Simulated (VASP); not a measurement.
# MnS (I-4m2) in VASP: a series of runs

MnS is run at these levels: r2SCAN; tasks: single point.

Program: VASP 6.6.1. These are calculated values, not measurements. Logs are shortened: lines on timing, memory, paths and dates and some standing lists are left out, and cuts for length are marked.

## (1) The cell of the first run

The structure is tetragonal, space group I-4m2 (No. 119). The conventional cell has a = 3.972 Å, b = 3.972 Å, c = 5.507 Å, α = 90.00°, β = 90.00°, γ = 90.00°. Within 3.2 Å of Mn (site symmetry -4m2) lie 4 S at 2.42 Å. Within 3.2 Å of S (site symmetry -4m2) lie 4 Mn at 2.42 Å.

## (2) Single point, r2SCAN, collinear spin, antiferromagnetic start (21.72 Å³/atom)

The input, POSCAR:

```
MnS
1.0
    0.0000000000      2.8084525918     -2.8084525918
    0.0000000000      2.8084525918      2.8084525918
    5.5072966373      0.0000000000      0.0000000000
Mn S
2 2
Direct
    0.0000000000      0.0000000000      0.0000000000
    0.5000000000      0.5000000000      0.5000000000
    0.0000000000      0.5000000000      0.2499999987
    0.5000000000      1.0000000000      0.7500000013
```

The input, INCAR.step1:

```
PREC = Accurate ; ENCUT = 550
ISMEAR = 0 ; SIGMA = 0.05
LREAL = F ; LASPH = T
NELM = 200 ; ISPIN = 2
MAGMOM = 4.54 -4.54 0 0 ; LMAXMIX = 4
NBANDS = 31 ; GGA = PE
ALGO = Normal ; EDIFF = 1E-5
LWAVE = T ; LCHARG = F
GGA_COMPAT = F
```

The input, INCAR.step2:

```
PREC = Accurate ; ENCUT = 550
EDIFF = 1E-6 ; ISMEAR = 0
SIGMA = 0.05 ; LREAL = F
LASPH = T ; NELM = 200
ALGO = Normal ; ISIF = 2
LWAVE = F ; LCHARG = F
ISPIN = 2 ; MAGMOM = 4.54 -4.54 0 0
LORBIT = 11 ; LMAXMIX = 4
METAGGA = R2SCAN ; LMIXTAU = T
NBANDS = 31 ; ISTART = 1
GGA_COMPAT = F
```

The input, KPOINTS:

```
regular mesh
0
Gamma
  6 6 4
```

Potentials or basis: VASP PAW PBE potentials, release 64 (Mn_pv, S).

Launch:

```
cat potpaw_PBE.64/Mn_pv/POTCAR potpaw_PBE.64/S/POTCAR > POTCAR
cp INCAR.step1 INCAR
mpirun -np 1 vasp_std > vasp.out
cp INCAR.step2 INCAR
mpirun -np 1 vasp_std > vasp.out
```

OUTCAR:

```text
PREC = Accurate
   ENCUT = 550
   EDIFF = 1E-6
   ISMEAR = 0
   LREAL = F
   LASPH = T
   NELM = 200
   ISIF = 2
   ISPIN = 2
   LORBIT = 11
   METAGGA = R2SCAN
   ISTART = 1

 ion  position               nearest neighbor table
   1  0.000  0.000  0.000-   3 2.42   4 2.42   3 2.42   4 2.42
   2  0.500  0.500  0.500-   3 2.42   4 2.42   4 2.42   3 2.42
   3  0.000  0.500  0.250-   1 2.42   1 2.42   2 2.42   2 2.42
   4  0.500  0.000  0.750-   1 2.42   1 2.42   2 2.42   2 2.42

  LATTYP: Found a simple tetragonal cell.
 ALAT       =     3.9717517446
 C/A-ratio  =     1.3866165338

  Lattice vectors:

 A1 = (   0.0000000000,   2.8084525918,  -2.8084525918)
 A2 = (   0.0000000000,   2.8084525918,   2.8084525918)
 A3 = (   5.5072966373,   0.0000000000,   0.0000000000)

Analysis of symmetry for initial positions (statically):
=====================================================================
 Subroutine PRICEL returns following result:

  LATTYP: Found a body centered tetragonal cell.
 ALAT       =     3.9717517446
 C/A-ratio  =     1.3866165338
[... 12 lines left out ...]
 Subroutine GETGRP returns: Found  8 space group operations
 (whereof  8 operations were pure point group operations)
 out of a pool of 16 trial point group operations.

The static configuration has the point symmetry D_2d.

Analysis of symmetry for dynamics (positions and initial velocities):
=====================================================================
 Subroutine PRICEL returns following result:

  LATTYP: Found a body centered tetragonal cell.
 ALAT       =     3.9717517446
 C/A-ratio  =     1.3866165338
[... 12 lines left out ...]
 Subroutine GETGRP returns: Found  8 space group operations
 (whereof  8 operations were pure point group operations)
 out of a pool of 16 trial point group operations.

The dynamic configuration has the point symmetry D_2d.

Analysis of structural, dynamic, and magnetic symmetry:
=====================================================================
 Subroutine PRICEL returns following result:

  LATTYP: Found a body centered tetragonal cell.
 ALAT       =     3.9717517446
 C/A-ratio  =     1.3866165338
[... 12 lines left out ...]
 Subroutine GETGRP returns: Found  8 space group operations
 (whereof  8 operations were pure point group operations)
 out of a pool of 16 trial point group operations.

The overall configuration has the point symmetry D_2d.

 Subroutine INISYM returns: Found  8 space group operations
 (whereof  8 operations are pure point group operations),
 and found     2 'primitive' translations

----------------------------------------------------------------------------------------

                                     Primitive cell

  volume of cell :      43.4383

  direct lattice vectors                    reciprocal lattice vectors
    -2.753648319 -2.808452592  0.000000000    -0.181577290 -0.178033983 -0.178033983
    -2.753648319  2.808452592  0.000000000    -0.181577290  0.178033983 -0.178033983
     2.753648319  0.000000000 -2.808452592     0.000000000  0.000000000 -0.356067965

  length of vectors
     3.933190184  3.933190184  3.933190184     0.310423115  0.310423115  0.356067965

  position of ions in fractional coordinates (direct lattice)
     0.000000000  0.000000000  0.000000000
     0.250000001  0.750000001  0.500000000

  ion indices of the primitive-cell ions
   primitive index   ion index
                 1           1
                 2           3

----------------------------------------------------------------------------------------

 KPOINTS: regular mesh

Automatic generation of k-mesh.
 Grid dimensions read from file:
 generate k-points for:    6    6    4

 Generating k-lattice:

  Cartesian coordinates                     Fractional coordinates (reciprocal lattice)
     0.000000000  0.029672330 -0.029672330     0.166666667  0.000000000  0.000000000
     0.000000000  0.029672330  0.029672330     0.000000000  0.166666667  0.000000000
     0.045394323  0.000000000  0.000000000     0.000000000  0.000000000  0.250000000

  Length of vectors
     0.041963012  0.041963012  0.045394323

  Shift w.r.t. Gamma in fractional coordinates (k-lattice)
     0.000000000  0.000000000  0.000000000

 Subroutine IBZKPT returns following result:
 ===========================================

 Found     30 irreducible k-points:

 Following reciprocal coordinates:
            Coordinates               Weight
  0.000000  0.000000  0.000000      1.000000
  0.166667  0.000000  0.000000      4.000000
  0.333333  0.000000  0.000000      4.000000
  0.500000  0.000000  0.000000      2.000000
  0.166667  0.166667  0.000000      4.000000
  0.333333  0.166667  0.000000      8.000000
[... 16 lines left out ...]
  0.333333  0.000000  0.500000      4.000000
  0.500000  0.000000  0.500000      2.000000
 [... further k-points ...]
   k-points           NKPTS =     30   k-points in BZ     NKDIM =     30   number of bands    NBANDS=     31
   number of dos      NEDOS =    301   number of ions     NIONS =      4
   total plane-waves  NPLWV =  37800
   dimension x,y,z NGX =    30 NGY =   30 NGZ =   42
   dimension x,y,z NGXF=    60 NGYF=   60 NGZF=   84
   ions per type =               2   2
   NGX,Y,Z   is equivalent  to a cutoff of  12.56, 12.56, 12.68 a.u.
   NGXF,Y,Z  is equivalent  to a cutoff of  25.11, 25.11, 25.36 a.u.
 SYSTEM =  unknown system
   PREC   = accura    normal or accurate (medium, high low for compatibility)
   ISTART =      1    job   : 0-new  1-cont  2-samecut
   ICHARG =      0    charge: 1-file 2-atom 10-const
   ISPIN  =      2    spin polarized calculation?
   LNONCOLLINEAR =      F non collinear calculations
   LSORBIT =      F    spin-orbit coupling
   LASPH  =      T    aspherical Exc in radial PAW
   ENCUT  =  550.0 eV  40.42 Ry    6.36 a.u.   7.59  7.59 10.53*2*pi/ulx,y,z
   NELM   =    200;   NELMIN=  2; NELMDL=  0     # of ELM steps
   EDIFF  = 0.1E-05   stopping-criterion for ELM
   LREAL  =      F    real-space projection
   EDIFFG = 0.1E-04   stopping-criterion for IOM
   NSW    =      0    number of steps for IOM
   IBRION =     -1    ionic relax: 0-MD 1-quasi-New 2-CG
   NFREE  =      0    steps in history (QN), initial steepest desc. (CG)
   ISIF   =      2    stress and relaxation
   ISYM   =      2    0-nonsym 1-usesym 2-fastsym
   POTIM  = 0.5000    time-step for ionic-motion
   TEBEG  =    0.0;   TEEND  =   0.0 temperature during run
   PSTRESS=    0.0 pullay stress
   NELECT =      38.0000    total number of electrons
   NUPDOWN=      -1.0000    fix difference up-down
   EMIN   =  10.00;   EMAX   =-10.00  energy-range for DOS
   EFERMI =   0.00;   METHOD = LEGACY
   ISMEAR =     0;   SIGMA  =   0.05  broadening in eV -4-tet -1-fermi 0-gaus
   EFERMI_NEDOS =   21; number of points for ismear=-14 and -15
   IALGO  =     38    algorithm
   IMIX   =      4    mixing-type and parameters
     AMIX     =   0.40;   BMIX     =  1.00
     AMIX_MAG =   1.60;   BMIX_MAG =  1.00
  volume/ion in A,a.u.               =      21.72       146.57
  Fermi-wavevector in a.u.,A,eV,Ry     =   1.242706  2.348374 21.011733  1.544319
  Thomas-Fermi vector in A             =   2.377049
   LORBIT       =     11    0 simple, 1 ext, 2 COOP (PROOUT), +10 PAW based schemes
   METAGGA = R2SCAN    functional components
   LHFCALC =     F    Hartree Fock is set to
   AEXX    =    0.0000 exact exchange contribution
   IVDW    =     0    specifies the selected vdW correction
   LEPSILON=     F    determine dielectric tensor
   LRPA    =     F    only Hartree local field effects (RPA)
 spin polarized calculation
 Gauss-broadening in eV      SIGMA  =   0.05
  energy-cutoff  :      550.00
  volume of cell :       86.88
 maximum number of plane-waves:      2569
   NGX = 15   NGY = 15   NGZ = 21

 number of electron      38.0000006 magnetization      -0.0000000

 number of electron      38.0000006 magnetization       0.0000000

 Free energy of the ion-electron system (eV)
  ---------------------------------------------------
  ext. energy  EPLUGINS =         0.00000000
  ---------------------------------------------------
  free energy    TOTEN  =       -50.13538050 eV

  energy without entropy =      -50.13538050  energy(sigma->0) =      -50.13538050

 E-fermi :   3.7712     XC(G=0):  -9.9390

 val. band max:        3.3697069987   @ k =   0.0000   0.0000   0.5000
 cond. band min:       5.5867357619   @ k =   0.5000   0.5000   0.0000
 fundamental gap:      2.2170287632
 Fermi energy:         3.7711733093

 spin component 1

 k-point     1 :       0.0000    0.0000    0.0000
  band No.  band energies     occupation
      1     -48.5523      1.00000
      2     -48.5224      1.00000
      3     -48.5224      1.00000
      4     -42.5323      1.00000
      5     -42.5323      1.00000
      6     -42.5251      1.00000
[... 805 lines left out ...]
     30      11.9867      0.00000
     31      12.4947      0.00000

 [... further k-points ...]

 spin component 2

 k-point     1 :       0.0000    0.0000    0.0000
  band No.  band energies     occupation
      1     -48.5523      1.00000
      2     -48.5224      1.00000
      3     -48.5224      1.00000
      4     -42.5323      1.00000
      5     -42.5323      1.00000
      6     -42.5251      1.00000
[... 805 lines left out ...]
     30      11.9867      0.00000
     31      12.4947      0.00000

 [... further k-points ...]

------------------------ aborting loop because EDIFF is reached ----------------------------------------

  FORCE on cell =-STRESS in cart. coord.  units (eV):
  Direction    XX          YY          ZZ          XY          YZ          ZX
  --------------------------------------------------------------------------------------
  -------------------------------------------------------------------------------------
  Total       -0.6396365     -0.6363745     -0.6363745      0.0000000      0.0000000      0.0000000
  in kB      -11.7961734    -11.7360153    -11.7360153      0.0000000      0.0000000      0.0000000
  external PRESSURE =     -11.7560680 kB  Pullay stress =       0.0000000 kB

 VOLUME and BASIS-vectors are now :
 -----------------------------------------------------------------------------
  energy-cutoff  :      550.00
  volume of cell :       86.88
      direct lattice vectors                 reciprocal lattice vectors
     0.000000000  2.808452592 -2.808452592     0.000000000  0.178033983 -0.178033983
     0.000000000  2.808452592  2.808452592     0.000000000  0.178033983  0.178033983
     5.507296637  0.000000000  0.000000000     0.181577290  0.000000000  0.000000000

 POSITION                                       TOTAL-FORCE (eV/Angst)
 -----------------------------------------------------------------------------------
      0.00000      0.00000      0.00000        -0.000000     -0.000000      0.000000
      2.75365      2.80845      0.00000         0.000000     -0.000000      0.000000
      1.37682      1.40423      1.40423        -0.000000      0.000000     -0.000000
      4.13047      1.40423     -1.40423        -0.000000      0.000000     -0.000000
 -----------------------------------------------------------------------------------
    total drift:                                0.000000      0.000000      0.000000

  FREE ENERGIE OF THE ION-ELECTRON SYSTEM (eV)
  ---------------------------------------------------
  free  energy   TOTEN  =       -50.1353804994 eV

  energy  without entropy=      -50.1353804994  energy(sigma->0) =      -50.13538050

 total charge

# of ion       s       p       d       tot
------------------------------------------
    1        0.270   6.207   4.908  11.384
    2        0.270   6.207   4.908  11.384
    3        1.301   2.485   0.000   3.786
    4        1.301   2.485   0.000   3.786
--------------------------------------------------
tot          3.142  17.383   9.815  30.340

 magnetization (x)

# of ion       s       p       d       tot
------------------------------------------
    1        0.029   0.046   4.230   4.305
    2       -0.029  -0.046  -4.230  -4.305
    3        0.000   0.000   0.000   0.000
    4        0.000   0.000   0.000   0.000
--------------------------------------------------
tot          0.000   0.000   0.000   0.000
```

Run time: 6.1 min. Hardware: 1 thread of Intel Xeon 6975P-C (Granite Rapids), shared host; peak memory 0.3 GiB.

Results:

```
Free energy                                           : -50.1354 eV
Pressure                                              : -1.2 GPa
Band gap on the k mesh                                : 2.22 eV
Net moment                                            : 0.00 μB per cell
Site moments                                          : Mn +4.30, -4.30; S +0.00 μB
Valence electrons inside the program's atomic spheres : Mn 11.38; S 3.79
```

Caveat: the antiferromagnetic order is the one typed at the start, and another may lie lower; the PAW data sets were made with another functional, which shifts forces and pressure a little.

## (3) Single point, r2SCAN, collinear spin, antiferromagnetic start (22.15 Å³/atom)

This run uses another cell than the first one, of 22.15 Å³/atom.

The input, POSCAR:

```
MnS
1.0
    0.0000000000      2.8266898080     -2.8266898080
    0.0000000000      2.8266898080      2.8266898080
    5.5430593059      0.0000000000      0.0000000000
Mn S
2 2
Direct
    0.0000000000      0.0000000000      0.0000000000
    0.5000000000      0.5000000000      0.5000000000
    0.0000000000      0.5000000000      0.2499999987
    0.5000000000      1.0000000000      0.7500000013
```

Changes to INCAR.step1 since step 2:

```diff
@@ -4,3 +4,3 @@
 NELM = 200 ; ISPIN = 2
-MAGMOM = 4.54 -4.54 0 0 ; LMAXMIX = 4
+MAGMOM = 4.57 -4.57 0 0 ; LMAXMIX = 4
 NBANDS = 31 ; GGA = PE
```

The input, INCAR.step2:

```
PREC = Accurate ; ENCUT = 550
EDIFF = 1E-6 ; ISMEAR = 0
SIGMA = 0.05 ; LREAL = F
LASPH = T ; NELM = 200
ALGO = Normal ; ISIF = 2
LWAVE = F ; LCHARG = T
ISPIN = 2 ; MAGMOM = 4.57 -4.57 0 0
LORBIT = 11 ; LMAXMIX = 4
METAGGA = R2SCAN ; LMIXTAU = T
LELF = T ; LVHAR = T
NBANDS = 31 ; ISTART = 1
GGA_COMPAT = F
```

The input, KPOINTS:

```
Automatic mesh
0
Gamma
  6 6 4
```

Potentials or basis: VASP PAW PBE potentials, release 64 (Mn_pv, S).

Launch:

```
cat potpaw_PBE.64/Mn_pv/POTCAR potpaw_PBE.64/S/POTCAR > POTCAR
cp INCAR.step1 INCAR
mpirun -np 1 vasp_std > vasp.out
cp INCAR.step2 INCAR
mpirun -np 1 vasp_std > vasp.out
```

It took 4.1 min on 1 thread of Intel Xeon 6975P-C (Granite Rapids), shared host; peak memory 0.32 GiB.

The run converged. Its results:

```
Free energy                                           : -50.1175 eV
Pressure                                              : -2.1 GPa
Band gap on the k mesh                                : 2.29 eV
Net moment                                            : 0.00 μB per cell
Site moments                                          : Mn +4.33, -4.33; S +0.00 μB
Valence electrons inside the program's atomic spheres : Mn 11.37; S 3.78
```

Levels at points of the mesh, in eV from the valence-band top:
Spin up:
```tsv
k point	band 17	band 18	band 19	band 20	band 21	band 22
(0.00, 0.00, 0.00)	-0.56	-0.07	-0.07	2.61	3.07	3.11
(0.50, 0.00, 0.00)	-1.44	-0.93	-0.36	2.95	3.11	3.27
(0.50, 0.50, 0.00)	-1.71	-1.71	-1.20	2.29	2.29	2.65
(0.00, 0.00, 0.50)	-0.71	0.00	0.00	2.94	3.10	3.67
(0.50, 0.00, 0.50)	-1.17	-0.25	-0.14	2.96	3.07	3.12
(0.50, 0.50, 0.50)	-2.03	-1.85	-1.38	2.60	2.60	3.08
```
Spin down:
```csv
k point,band 17,band 18,band 19,band 20,band 21,band 22
"(0.00, 0.00, 0.00)",-0.56,-0.07,-0.07,2.61,3.07,3.11
"(0.50, 0.00, 0.00)",-1.44,-0.93,-0.36,2.95,3.11,3.27
"(0.50, 0.50, 0.00)",-1.71,-1.71,-1.20,2.29,2.29,2.65
"(0.00, 0.00, 0.50)",-0.71,0.00,0.00,2.94,3.10,3.67
"(0.50, 0.00, 0.50)",-1.17,-0.25,-0.14,2.96,3.07,3.12
"(0.50, 0.50, 0.50)",-2.03,-1.85,-1.38,2.60,2.60,3.08
```

Caveat: the antiferromagnetic order is the one typed at the start, and another may lie lower; the PAW data sets were made with another functional, which shifts forces and pressure a little. A k mesh can miss the band edges.
